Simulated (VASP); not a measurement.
W, 1 atom in the cell. It takes space group Fm-3m (No. 225, cubic). The conventional cell has a = 4.087 Å, b = 4.087 Å, c = 4.087 Å, α = 90.00°, β = 90.00°, γ = 90.00°. Within 3.8 Å of W (site symmetry m-3m) lie 12 W at 2.89 Å. 

| Property | Result |
| --- | --- |
| Program | VASP 6.6.1 |
| Task | single point |
| Functional | PBEsol |
| Potentials or basis | VASP PAW PBE potentials, release 64 (W_sv) |
| Cutoff | 520 eV |
| k mesh | 12 × 12 × 12 |
| Occupations | fermi-dirac, width 0.1 eV |
| Spin | no spin polarisation |
| Dipole correction | no |
| Further INCAR settings | ALGO = Normal; EDIFF = 1e-07; NBANDS = 13 |

Potentials or basis: VASP PAW PBE potentials, release 64 (W_sv).

The run is started by

```bash
$ cat potpaw_PBE.64/W_sv/POTCAR > POTCAR
$ mpirun -np 1 vasp_std > vasp.out
```

Hardware: 1 thread of AMD EPYC 7R13, on a shared host.

How long does it take, and how much memory?

Run time: 34 s on 1 thread of AMD EPYC 7R13 (shared host), peak memory 0.12 GiB. Counts: scf iterations 12, k points 72.
